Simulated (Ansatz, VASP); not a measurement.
# C: VASP beside Ansatz

File INCAR:

```
ALGO = Normal ; DIPOL = 0.5 0.5 0.352
EDIFF = 1E-6 ; ENCUT = 520
GGA = PE ; IDIPOL = 3
ISIF = 2 ; ISMEAR = 0
IVDW = 12 ; LASPH = True
LCHARG = False ; LDIPOL = True
LREAL = False ; LWAVE = False
NBANDS = 16 ; NELM = 60
PREC = Accurate ; SIGMA = 0.1
```

File KPOINTS:

```
k-points
0
Gamma
  15 15 1
```

Contents of POSCAR:

```
C
1.0
    2.4656524413      0.0000000000      0.0000000000
   -1.2328262206      2.1353176511      0.0000000000
    0.0000000000      0.0000000000     17.5000663888
C
4
Direct
    0.6666666667      0.3333333333      0.2571437785
    0.3333333333      0.6666666667      0.2571418816
    0.6666666667      0.8333333333      0.4462878149
    0.3333333333      1.1666666667      0.4462859181
```

Input for Ansatz:

```yaml
crystal:
  lattice:
    - [2.4656524413, 0.0, 0.0]
    - [-1.2328262206, 2.1353176511, 0.0]
    - [0.0, 0.0, 17.5000663888]
  atoms:
    - { symbol: C, position: [0.6666666667, 0.3333333333, 0.2571437785] }
    - { symbol: C, position: [0.3333333333, 0.6666666667, 0.2571418816] }
    - { symbol: C, position: [0.6666666667, 0.8333333333, 0.4462878149] }
    - { symbol: C, position: [0.3333333333, 1.1666666667, 0.4462859181] }
basis:
  ecutwfc: 420
kpoints:
  mp_grid: { grid: [15, 15, 1] }
hamiltonian:
  xc: pbe
  pseudopotentials: { kind: paw, azcp: { folder: soft_1 } }
  dispersion: d3bj
scf:
  occupations: { method: gaussian, width: 0.1 }
output:
  forces: true
  eigenvalues: true
efield:
  axis: 3
  dipole_correction: true
  ramp_width: 0.04
```

Alike in both runs: task single point; functional PBE; dispersion D3(BJ); k mesh 15 × 15 × 1; occupations gaussian, width 0.1 eV; no spin polarisation.

|  | VASP | Ansatz |
| --- | --- | --- |
| version | VASP 6.6.1 | Ansatz 0.2.0 |
| potentials or method | VASP PAW PBE potentials, release 64 (C), cutoff 520 eV | scalar-relativistic, plane waves, PAW |
| valence electrons in the cell | 16 | 16 |

|  | VASP | Ansatz | Ansatz less VASP |
| --- | --- | --- | --- |
| gap on the k mesh at the Fermi level (eV) | 0.24 | 0.24 | 0.000 |
| least direct gap on the mesh (eV) | 0.24 | 0.24 | 0.000 |
| rms of the force components (eV/Å) | 0.012 | 0.012 | -0.0001 |

Atom by atom the forces differ by 0.000 eV/Å (rms over components). Ansatz's warnings: structure snapped to symmetry.
